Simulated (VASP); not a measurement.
# GaSb (F-43m) in VASP: a series of runs, part 2 of 2

VASP 6.6.1.

**3. Vibrations by perturbation theory, LDA**

This run uses another cell than the first one, of 28.22 Å³/atom.

INCAR

```
SYSTEM = GaSb
  ALGO = Normal
  EDIFF = 1E-8
  ENCUT = 520
  GGA = CA
  IBRION = 8
  ISIF = 2
  ISMEAR = -1
  LASPH = .True.
  LCHARG = .False.
  LREAL = .False.
  LWAVE = .False.
  NBANDS = 16
  NELM = 60
  NSW = 1
  PREC = Accurate
  SIGMA = 0.15
```

KPOINTS

```
k-points
0
Gamma
  12 12 12
  0 0 0
```

POSCAR

```
GaSb
1.0
    0.0000000000      3.0444156423      3.0444156423
    3.0444156423      0.0000000000      3.0444156423
    3.0444156423      3.0444156423      0.0000000000
Ga Sb
1 1
Direct
    0.0000000000      0.0000000000      0.0000000000
    0.7500000000      0.7500000000      0.7500000000
```

Potentials or basis: VASP PAW LDA potentials, release 64 (Ga_d, Sb).

On the command line:

```sh
> cat potpaw_LDA.64/Ga_d/POTCAR potpaw_LDA.64/Sb/POTCAR > POTCAR
> mpirun -np 1 vasp_std > vasp.out
```

OUTCAR:

```text
SYSTEM = GaSb
   EDIFF = 1E-8
   ENCUT = 520
   GGA = CA
   IBRION = 8
   ISIF = 2
   ISMEAR = -1
   LASPH = .True.
   LREAL = .False.
   NELM = 60
   NSW = 1
   PREC = Accurate

 ion  position               nearest neighbor table
   1  0.000  0.000  0.000-   2 2.64   2 2.64   2 2.64   2 2.64
   2  0.750  0.750  0.750-   1 2.64   1 2.64   1 2.64   1 2.64

  LATTYP: Found a face centered cubic cell.
 ALAT       =     6.0888312846

  Lattice vectors:

 A1 = (   0.0000000000,   3.0444156423,   3.0444156423)
 A2 = (   3.0444156423,   0.0000000000,   3.0444156423)
 A3 = (   3.0444156423,   3.0444156423,   0.0000000000)

Analysis of symmetry for initial positions (statically):
=====================================================================
 Subroutine PRICEL returns:
 Original cell was already a primitive cell.

 Routine SETGRP: Setting up the symmetry group for a
 face centered cubic supercell.

 Subroutine GETGRP returns: Found 24 space group operations
 (whereof 24 operations were pure point group operations)
 out of a pool of 48 trial point group operations.

The static configuration has the point symmetry T_d .

Analysis of symmetry for dynamics (positions and initial velocities):
=====================================================================
 Subroutine PRICEL returns:
 Original cell was already a primitive cell.

 Routine SETGRP: Setting up the symmetry group for a
 face centered cubic supercell.

 Subroutine GETGRP returns: Found 24 space group operations
 (whereof 24 operations were pure point group operations)
 out of a pool of 48 trial point group operations.

The dynamic configuration has the point symmetry T_d .

 Subroutine INISYM returns: Found 24 space group operations
 (whereof 24 operations are pure point group operations),
 and found     1 'primitive' translations

----------------------------------------------------------------------------------------

                                     Primitive cell

  volume of cell :      56.4341

  direct lattice vectors                    reciprocal lattice vectors
     0.000000000  3.044415642  3.044415642    -0.164235130  0.164235130  0.164235130
     3.044415642  0.000000000  3.044415642     0.164235130 -0.164235130  0.164235130
     3.044415642  3.044415642  0.000000000     0.164235130  0.164235130 -0.164235130

  length of vectors
     4.305453891  4.305453891  4.305453891     0.284463590  0.284463590  0.284463590

  position of ions in fractional coordinates (direct lattice)
     0.000000000  0.000000000  0.000000000
     0.750000000  0.750000000  0.750000000

[... 124 lines left out ...]

 E-fermi :   5.0068     XC(G=0):  -9.4597

 val. band max:        4.8246894518   @ k =   0.0000   0.0000   0.0000
 cond. band min:       5.1537704440   @ k =   0.5000   0.0000   0.0000
 fundamental gap:      0.3290809922
 Fermi energy:         5.0067577912

 k-point     1 :       0.0000    0.0000    0.0000
  band No.  band energies     occupation
      1     -10.3440      2.00000
      2     -10.3440      2.00000
      3     -10.3440      2.00000
      4     -10.2924      2.00000
      5     -10.2924      2.00000
      6      -6.7921      2.00000
[... 433 lines left out ...]
      3     -10.3294      2.00000
      4     -10.2941      2.00000
      5     -10.2926      2.00000
      6      -4.9396      2.00000
[... 8 lines left out ...]
     15      13.4758      0.00000
     16      13.8960      0.00000

 [... further k-points ...]

------------------------ aborting loop because EDIFF is reached ----------------------------------------

  FORCE on cell =-STRESS in cart. coord.  units (eV):
  Direction    XX          YY          ZZ          XY          YZ          ZX
  --------------------------------------------------------------------------------------
  -------------------------------------------------------------------------------------
  Total       -0.2888467     -0.2888467     -0.2888467      0.0000000      0.0000000      0.0000000
  in kB       -8.2004199     -8.2004199     -8.2004199      0.0000000      0.0000000      0.0000000
  external PRESSURE =      -8.2004199 kB  Pullay stress =       0.0000000 kB

 VOLUME and BASIS-vectors are now :
 -----------------------------------------------------------------------------
  energy-cutoff  :      520.00
  volume of cell :       56.43
      direct lattice vectors                 reciprocal lattice vectors
     0.000000000  3.044415642  3.044415642    -0.164235130  0.164235130  0.164235130
     3.044415642  0.000000000  3.044415642     0.164235130 -0.164235130  0.164235130
     3.044415642  3.044415642  0.000000000     0.164235130  0.164235130 -0.164235130

 POSITION                                       TOTAL-FORCE (eV/Angst)
 -----------------------------------------------------------------------------------
      0.00000      0.00000      0.00000         0.000000      0.000000      0.000000
      4.56662      4.56662      4.56662        -0.000000     -0.000000     -0.000000
 -----------------------------------------------------------------------------------
    total drift:                               -0.000000     -0.000000     -0.000000

  FREE ENERGIE OF THE ION-ELECTRON SYSTEM (eV)
  ---------------------------------------------------
  free  energy   TOTEN  =        -8.6736414306 eV

  energy  without entropy=       -8.6668127746  energy(sigma->0) =       -8.67022710

[... ionic steps 2 to 3 ...]

--------------------------------------- Ionic step        4  -------------------------------------------

------------------------ aborting loop because EDIFF is reached ----------------------------------------

[... ionic steps 5 to 6 ...]

--------------------------------------- Ionic step        7  -------------------------------------------

 Free energy of the ion-electron system (eV)
  ---------------------------------------------------
  ---------------------------------------------------
  free energy    TOTEN  =        -0.02650275 eV

  energy without entropy =       -0.02650275

------------------------ aborting loop because EDIFF is reached ----------------------------------------

 INTERNAL STRAIN TENSOR  FOR ION    2  DIRECTION 1   (eV/Angst):
 -----------------------------------------------------------------------------
    -0.00284  0.00000  0.00000
     0.00000  0.00374  6.66918
     0.00000  6.66918  0.00374

 INTERNAL STRAIN TENSOR FOR ION    2 for displacements in x,y,z  (eV/Angst):
          X           Y           Z          XY          YZ          ZX
  --------------------------------------------------------------------------------
  x    -0.00000     0.00000     0.00000     0.00000     6.66918     0.00000
  y     0.00000     0.00000     0.00000     0.00000     0.00000     6.66918
  z     0.00000     0.00000    -0.00000     6.66918     0.00000     0.00000

 SECOND DERIVATIVES (NOT SYMMETRIZED)
 ------------------------------------
               1X          1Y          1Z          2X          2Y          2Z
  1X    -7.839123    0.000000    0.000000    7.839123    0.000000    0.000000
  1Y     0.000000   -7.839123    0.000000    0.000000    7.839123    0.000000
  1Z     0.000000    0.000000   -7.839123    0.000000    0.000000    7.839123
  2X     7.858212    0.000000    0.000000   -7.858212    0.000000    0.000000
  2Y     0.000000    7.858212    0.000000    0.000000   -7.858212    0.000000
  2Z     0.000000    0.000000    7.858212    0.000000    0.000000   -7.858212

 Eigenvectors and eigenvalues of the dynamical matrix
 ----------------------------------------------------

   1 f  =    6.576703 THz    41.322646 2PiTHz  219.375212 cm-1    27.199047 meV
             X         Y         Z           dx          dy          dz
      0.000000  0.000000  0.000000    -0.000000   -0.000000   -0.797055
      4.566623  4.566623  4.566623    -0.000000   -0.000000    0.603907
[... 21 lines left out ...]
   6 f/i=    0.003850 THz     0.024188 2PiTHz    0.128409 cm-1     0.015921 meV
             X         Y         Z           dx          dy          dz
      0.000000  0.000000  0.000000    -0.451051   -0.389556    0.097479
      4.566623  4.566623  4.566623    -0.595311   -0.514148    0.128656

--------------------------------------------------------------------------------------------------------

 ELASTIC MODULI CONTR FROM IONIC RELAXATION (kBar)
 Direction    XX          YY          ZZ          XY          YZ          ZX
 --------------------------------------------------------------------------------
 XX          -0.0000     -0.0000      0.0000     -0.0000      0.0000     -0.0000
 YY          -0.0000     -0.0000     -0.0000     -0.0000     -0.0000     -0.0000
 ZZ           0.0000     -0.0000     -0.0000      0.0000     -0.0000     -0.0000
 XY          -0.0000     -0.0000      0.0000   -163.8895     -0.0000     -0.0000
 YZ           0.0000     -0.0000     -0.0000     -0.0000   -163.8895      0.0000
 ZX          -0.0000     -0.0000     -0.0000     -0.0000      0.0000   -163.8895
 --------------------------------------------------------------------------------
```

OSZICAR:

```text
N       E                     dE             d eps       ncg     rms          rms(c)
DAV:   1     0.848846831687E+02    0.84885E+02   -0.86082E+03  2344   0.139E+03
DAV:   2    -0.194630672707E+01   -0.86831E+02   -0.83473E+02  2816   0.306E+02
DAV:   3    -0.867123244996E+01   -0.67249E+01   -0.67108E+01  2768   0.670E+01
DAV:   4    -0.879355805436E+01   -0.12233E+00   -0.12231E+00  2960   0.102E+01
[... 36 lines left out ...]
RMM:   5    -0.265111830850E-01   -0.40664E-05   -0.63722E-06 19118   0.139E-02    0.275E-03
RMM:   6    -0.265035811783E-01    0.76019E-05   -0.79153E-07 18425   0.480E-03    0.613E-04
RMM:   7    -0.265029804268E-01    0.60075E-06   -0.50268E-08 19092   0.134E-03    0.261E-04
RMM:   8    -0.265027542879E-01    0.22614E-06   -0.20494E-08 18097   0.447E-04    0.575E-05
RMM:   9    -0.265027489255E-01    0.53625E-08   -0.17833E-09 19001   0.168E-04    0.220E-05
 Linear response finished
```

Run time: 12 min. Hardware: 1 thread of AMD EPYC 7R13, shared host; peak memory 0.59 GiB.

What came out:

```
Highest phonon frequency at Γ, LO-TO splitting left out : 219 cm⁻¹
```

Phonon frequencies in cm⁻¹ (negative: imaginary):
```
              q point        frequencies
(0.000, 0.000, 0.000)  0 0 0 219 219 219
```

Caveat: spin-orbit coupling is left out, which moves the levels of the heavy elements.
